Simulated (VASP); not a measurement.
# SrTiO3 (khse) (Pm-3m) in VASP: single point with HSE06

Aim: the single point of SrTiO3 (khse) with HSE06.

Everything below comes from runs of VASP 6.6.1. Logs are shortened: lines on timing, memory, paths and dates and some standing lists are left out, and cuts for length are marked.

## (1) The cell of the first run

It takes space group Pm-3m (No. 221, cubic). Conventional cell: a = 3.855 Å, b = 3.855 Å, c = 3.855 Å, α = 90.00°, β = 90.00°, γ = 90.00°. Sr (site symmetry m-3m) has 12 O at 2.73 Å and 8 Ti at 3.34 Å within 3.6 Å. Ti (site symmetry m-3m) has 6 O at 1.93 Å within 2.6 Å. O (site symmetry 4/mmm) has 2 Ti at 1.93 Å within 2.6 Å.

## (2) Single point, HSE06

Contents of POSCAR:

```
SrTiO3
1.0
    3.8547562035      0.0000000000      0.0000000000
    0.0000000000      3.8547562035      0.0000000000
    0.0000000000      0.0000000000      3.8547562035
Sr Ti O
1 1 3
Direct
    0.0000000000      0.0000000000      0.0000000000
    0.5000000000      0.5000000000      0.5000000000
    0.5000000000      0.0000000000      0.5000000000
    0.5000000000      0.5000000000      0.0000000000
    0.0000000000      0.5000000000      0.5000000000
```

Contents of INCAR.step1:

```
SYSTEM = SrTiO3
PREC     = Accurate       ! precision mode
ENCUT    = 520            ! plane-wave cutoff, eV
EDIFF    = 1E-5           ! SCF threshold, eV
ISMEAR   = 0              ! smearing method
SIGMA    = 0.01           ! smearing width, eV
LREAL    = .FALSE.        ! projectors in reciprocal space
LASPH    = .TRUE.         ! aspherical terms in the spheres
NELM     = 60             ! most SCF steps
ALGO     = Normal         ! electronic algorithm
ISIF     = 2              ! what is computed and relaxed
LWAVE    = .TRUE.         ! write WAVECAR
LCHARG   = .FALSE.        ! write CHGCAR
GGA      = PE             ! functional
NBANDS   = 28             ! bands
LUSENCCL = .FALSE.
```

Contents of INCAR.step2:

```
SYSTEM = SrTiO3
PREC     = Accurate       ! precision mode
ENCUT    = 520            ! plane-wave cutoff, eV
EDIFF    = 1E-7           ! SCF threshold, eV
ISMEAR   = 0              ! smearing method
SIGMA    = 0.01           ! smearing width, eV
LREAL    = .FALSE.        ! projectors in reciprocal space
LASPH    = .TRUE.         ! aspherical terms in the spheres
NELM     = 60             ! most SCF steps
ALGO     = Normal         ! electronic algorithm
ISIF     = 2              ! what is computed and relaxed
LWAVE    = .FALSE.        ! write WAVECAR
LCHARG   = .FALSE.        ! write CHGCAR
GGA      = PE             ! functional
LHFCALC  = .TRUE.         ! exact exchange
HFSCREEN = 0.2079         ! screening, 1/A
PRECFOCK = Fast         
ISTART   = 1            
NBANDS   = 28             ! bands
LUSENCCL = .FALSE.
```

Contents of KPOINTS:

```
regular mesh
0
G
  4 4 4
  0 0 0
```

Potentials or basis: VASP PAW PBE potentials, release 64 (Sr_sv, Ti_sv, O).

Run with:

```console
> cat potpaw_PBE.64/Sr_sv/POTCAR potpaw_PBE.64/Ti_sv/POTCAR potpaw_PBE.64/O/POTCAR > POTCAR
> cp INCAR.step1 INCAR
> mpirun -np 1 vasp_std > vasp.out
> cp INCAR.step2 INCAR
> mpirun -np 1 vasp_std > vasp.out
```

OUTCAR:

```text
SYSTEM = SrTiO3
   PREC = Accurate
   ENCUT = 520
   EDIFF = 1E-7
   ISMEAR = 0
   LREAL = .FALSE.
   LASPH = .TRUE.
   NELM = 60
   ISIF = 2
   GGA = PE
   LHFCALC = .TRUE.
   HFSCREEN = 0.2079
   PRECFOCK = Fast
   ISTART = 1

 ion  position               nearest neighbor table
   1  0.000  0.000  0.000-   3 2.73   4 2.73   5 2.73   3 2.73   5 2.73   4 2.73   5 2.73   5 2.73
                             3 2.73   4 2.73   3 2.73   4 2.73   2 3.34   2 3.34   2 3.34   2 3.34
   2  0.500  0.500  0.500-   3 1.93   4 1.93   5 1.93   4 1.93   3 1.93   5 1.93   1 3.34   1 3.34
                             1 3.34   1 3.34   1 3.34   1 3.34   1 3.34   1 3.34
   3  0.500  0.000  0.500-   2 1.93   2 1.93   1 2.73   1 2.73   1 2.73   1 2.73
   4  0.500  0.500  0.000-   2 1.93   2 1.93   1 2.73   1 2.73   1 2.73   1 2.73
   5  0.000  0.500  0.500-   2 1.93   2 1.93   1 2.73   1 2.73   1 2.73   1 2.73

  LATTYP: Found a simple cubic cell.
 ALAT       =     3.8547562035

  Lattice vectors:

 A1 = (   3.8547562035,   0.0000000000,   0.0000000000)
 A2 = (   0.0000000000,   3.8547562035,   0.0000000000)
 A3 = (   0.0000000000,   0.0000000000,   3.8547562035)

Analysis of symmetry for initial positions (statically):
=====================================================================
 Subroutine PRICEL returns:
 Original cell was already a primitive cell.

 Routine SETGRP: Setting up the symmetry group for a
 simple cubic supercell.

 Subroutine GETGRP returns: Found 48 space group operations
 (whereof 48 operations were pure point group operations)
 out of a pool of 48 trial point group operations.

The static configuration has the point symmetry O_h .

Analysis of symmetry for dynamics (positions and initial velocities):
=====================================================================
 Subroutine PRICEL returns:
 Original cell was already a primitive cell.

 Routine SETGRP: Setting up the symmetry group for a
 simple cubic supercell.

 Subroutine GETGRP returns: Found 48 space group operations
 (whereof 48 operations were pure point group operations)
 out of a pool of 48 trial point group operations.

The dynamic configuration has the point symmetry O_h .

 Subroutine INISYM returns: Found 48 space group operations
 (whereof 48 operations are pure point group operations),
 and found     1 'primitive' translations

----------------------------------------------------------------------------------------

                                     Primitive cell

  volume of cell :      57.2784

  direct lattice vectors                    reciprocal lattice vectors
     3.854756204  0.000000000  0.000000000     0.259419778  0.000000000  0.000000000
     0.000000000  3.854756204  0.000000000     0.000000000  0.259419778  0.000000000
     0.000000000  0.000000000  3.854756204     0.000000000  0.000000000  0.259419778

  length of vectors
     3.854756204  3.854756204  3.854756204     0.259419778  0.259419778  0.259419778

  position of ions in fractional coordinates (direct lattice)
     0.000000000  0.000000000  0.000000000
     0.500000000  0.500000000  0.500000000
     0.500000000  0.000000000  0.500000000
     0.500000000  0.500000000  0.000000000
     0.000000000  0.500000000  0.500000000

  ion indices of the primitive-cell ions
   primitive index   ion index
                 1           1
                 2           2
                 3           3
                 4           4
                 5           5

----------------------------------------------------------------------------------------

 KPOINTS: regular mesh

Automatic generation of k-mesh.
 Grid dimensions read from file:
 generate k-points for:    4    4    4

 Generating k-lattice:

  Cartesian coordinates                     Fractional coordinates (reciprocal lattice)
     0.064854945  0.000000000  0.000000000     0.250000000  0.000000000  0.000000000
     0.000000000  0.064854945  0.000000000     0.000000000  0.250000000  0.000000000
     0.000000000  0.000000000  0.064854945     0.000000000  0.000000000  0.250000000

  Length of vectors
     0.064854945  0.064854945  0.064854945

  Shift w.r.t. Gamma in fractional coordinates (k-lattice)
     0.000000000  0.000000000  0.000000000

 Subroutine IBZKPT returns following result:
 ===========================================

 Found     10 irreducible k-points:

 Following reciprocal coordinates:
            Coordinates               Weight
  0.000000  0.000000  0.000000      1.000000
  0.250000  0.000000  0.000000      6.000000
  0.500000  0.000000  0.000000      3.000000
  0.250000  0.250000  0.000000     12.000000
  0.500000  0.250000  0.000000     12.000000
  0.500000  0.500000  0.000000      3.000000
  0.250000  0.250000  0.250000      8.000000
  0.500000  0.250000  0.250000     12.000000
  0.500000  0.500000  0.250000      6.000000
  0.500000  0.500000  0.500000      1.000000
   k-points           NKPTS =     10   k-points in BZ     NKDIM =     64   number of bands    NBANDS=     28
   number of dos      NEDOS =    301   number of ions     NIONS =      5
   total plane-waves  NPLWV =  27000
   dimension x,y,z NGX =    30 NGY =   30 NGZ =   30
   dimension x,y,z NGXF=    60 NGYF=   60 NGZF=   60
   ions per type =               1   1   3
   NGX,Y,Z   is equivalent  to a cutoff of  12.94, 12.94, 12.94 a.u.
   NGXF,Y,Z  is equivalent  to a cutoff of  25.88, 25.88, 25.88 a.u.
 SYSTEM =  SrTiO3
   PREC   = accura    normal or accurate (medium, high low for compatibility)
   ISTART =      1    job   : 0-new  1-cont  2-samecut
   ICHARG =      0    charge: 1-file 2-atom 10-const
   ISPIN  =      1    spin polarized calculation?
   LNONCOLLINEAR =      F non collinear calculations
   LSORBIT =      F    spin-orbit coupling
   LASPH  =      T    aspherical Exc in radial PAW
   ENCUT  =  520.0 eV  38.22 Ry    6.18 a.u.   7.17  7.17  7.17*2*pi/ulx,y,z
   NELM   =     60;   NELMIN=  2; NELMDL=  0     # of ELM steps
   EDIFF  = 0.1E-06   stopping-criterion for ELM
   LREAL  =      F    real-space projection
   EDIFFG = 0.1E-05   stopping-criterion for IOM
   NSW    =      0    number of steps for IOM
   IBRION =     -1    ionic relax: 0-MD 1-quasi-New 2-CG
   NFREE  =      0    steps in history (QN), initial steepest desc. (CG)
   ISIF   =      2    stress and relaxation
   ISYM   =      3    0-nonsym 1-usesym 2-fastsym
   POTIM  = 0.5000    time-step for ionic-motion
   TEBEG  =    0.0;   TEEND  =   0.0 temperature during run
   PSTRESS=    0.0 pullay stress
   NELECT =      40.0000    total number of electrons
   NUPDOWN=      -1.0000    fix difference up-down
   EMIN   =  10.00;   EMAX   =-10.00  energy-range for DOS
   EFERMI =   0.00;   METHOD = LEGACY
   ISMEAR =     0;   SIGMA  =   0.01  broadening in eV -4-tet -1-fermi 0-gaus
   EFERMI_NEDOS =   21; number of points for ismear=-14 and -15
   IALGO  =     38    algorithm
   IMIX   =      1    mixing-type and parameters
     AMIX     =   0.40;   BMIX     =  1.00
     AMIX_MAG =   1.60;   BMIX_MAG =  1.00
  volume/ion in A,a.u.               =      11.46        77.31
  Fermi-wavevector in a.u.,A,eV,Ry     =   1.452439  2.744712 28.702567  2.109579
  Thomas-Fermi vector in A             =   2.569821
   LORBIT       =      0    0 simple, 1 ext, 2 COOP (PROOUT), +10 PAW based schemes
   GGA     = PE    functional components
   LHFCALC =     T    Hartree Fock is set to
   PRECFOCK=fast      Normal, Fast or Accurate (Low or Medium for compatibility)
   ENCUT4O =  -1.0   cutoff for four orbital integrals eV
   NKREDX  =     1    reduce k-point grid by
   NKREDY  =     1    reduce k-point grid by
   NKREDZ  =     1    reduce k-point grid by
   AEXX    =    0.2500 exact exchange contribution
   HFSCREEN=    0.2079 screening length (either q_TF or 0.3 A-1)
   HFSCREENC=   0.2079 screening length for correlation (either q_TF or 0.3 A-1)
   ENCUTFOCK=  -1.0 apply spherical cutoff to Coloumb kernel
   IVDW    =     0    specifies the selected vdW correction
   LEPSILON=     F    determine dielectric tensor
   LRPA    =     F    only Hartree local field effects (RPA)
 non-spin polarized calculation
 Gauss-broadening in eV      SIGMA  =   0.01
  energy-cutoff  :      520.00
  volume of cell :       57.28
 maximum number of plane-waves:      1568
 NGX is ok and might be reduce to    30
  NGX = 16; NGY = 16; NGZ = 16

 number of electron      40.0000028 magnetization

 Free energy of the ion-electron system (eV)
  ---------------------------------------------------
  ext. energy  EPLUGINS =         0.00000000
  ---------------------------------------------------
  free energy    TOTEN  =       -48.56872897 eV

  energy without entropy =      -48.56872897  energy(sigma->0) =      -48.56872897

 E-fermi :   3.5873     XC(G=0):  -9.4157

 val. band max:        3.4623862471   @ k =   0.5000   0.5000   0.5000
 cond. band min:       6.8444194767   @ k =   0.0000   0.0000   0.0000
 fundamental gap:      3.3820332296
 Fermi energy:         3.5873454399

 k-point     1 :       0.0000    0.0000    0.0000
  band No.  band energies     occupation
      1     -57.1791      2.00000
      2     -31.7928      2.00000
      3     -31.7928      2.00000
      4     -31.7928      2.00000
      5     -31.1002      2.00000
      6     -15.8103      2.00000
[... 20 lines left out ...]
     27      10.5417      0.00000
     28      11.6771      0.00000

 k-point     2 :       0.2500    0.0000    0.0000
  band No.  band energies     occupation
      1     -57.1782      2.00000
      2     -31.8504      2.00000
      3     -31.7899      2.00000
      4     -31.7899      2.00000
      5     -31.0707      2.00000
      6     -15.8344      2.00000
[... 20 lines left out ...]
     27      11.5870      0.00000
     28      13.1367      0.00000

 k-point     3 :       0.5000    0.0000    0.0000
  band No.  band energies     occupation
      1     -57.1773      2.00000
      2     -31.9052      2.00000
      3     -31.7871      2.00000
      4     -31.7871      2.00000
      5     -31.0436      2.00000
      6     -15.9610      2.00000
[... 182 lines left out ...]
      3     -31.8740      2.00000
      4     -31.8263      2.00000
      5     -31.0309      2.00000
      6     -14.6959      2.00000
[... 20 lines left out ...]
     27      13.5248      0.00000
     28      14.3686      0.00000

 k-point    10 :       0.5000    0.5000    0.5000
  band No.  band energies     occupation
      1     -57.1736      2.00000
      2     -31.8707      2.00000
      3     -31.8707      2.00000
      4     -31.8707      2.00000
      5     -31.0187      2.00000
      6     -14.2492      2.00000
[... 20 lines left out ...]
     27      14.2200      0.00000
     28      14.2200      0.00000

------------------------ aborting loop because EDIFF is reached ----------------------------------------

  FORCE on cell =-STRESS in cart. coord.  units (eV):
  Direction    XX          YY          ZZ          XY          YZ          ZX
  --------------------------------------------------------------------------------------
  -------------------------------------------------------------------------------------
  Total        2.5557170      2.5557170      2.5557170      0.0000000     -0.0000000      0.0000000
  in kB       71.4879090     71.4879090     71.4879090      0.0000000     -0.0000000      0.0000000
  external PRESSURE =      71.4879090 kB  Pullay stress =       0.0000000 kB

 VOLUME and BASIS-vectors are now :
 -----------------------------------------------------------------------------
  energy-cutoff  :      520.00
  volume of cell :       57.28
      direct lattice vectors                 reciprocal lattice vectors
     3.854756204  0.000000000  0.000000000     0.259419778  0.000000000  0.000000000
     0.000000000  3.854756204  0.000000000     0.000000000  0.259419778  0.000000000
     0.000000000  0.000000000  3.854756204     0.000000000  0.000000000  0.259419778

 POSITION                                       TOTAL-FORCE (eV/Angst)
 -----------------------------------------------------------------------------------
      0.00000      0.00000      0.00000         0.000000      0.000000      0.000000
      1.92738      1.92738      1.92738         0.000000      0.000000      0.000000
      1.92738      0.00000      1.92738         0.000000      0.000000      0.000000
      1.92738      1.92738      0.00000         0.000000      0.000000      0.000000
      0.00000      1.92738      1.92738         0.000000      0.000000      0.000000
 -----------------------------------------------------------------------------------
    total drift:                               -0.000003      0.000000      0.000001

  FREE ENERGIE OF THE ION-ELECTRON SYSTEM (eV)
  ---------------------------------------------------
  free  energy   TOTEN  =       -48.5687289672 eV

  energy  without entropy=      -48.5687289672  energy(sigma->0) =      -48.56872897
```

It took 22 min on 1 × NVIDIA H100 80GB with 1 thread of AMD EPYC 7R13 (Zen 3), shared host; peak memory 1.3 GiB.

Results:

```yaml
Free_energy: -48.5687 eV
Pressure: 7.1 GPa
Band_gap_on_the_k_mesh: 3.38 eV, indirect (least direct gap 3.74 eV)
```

Caveat: the PAW data sets were made with another functional, which shifts forces and pressure a little. A k mesh can miss the band edges.
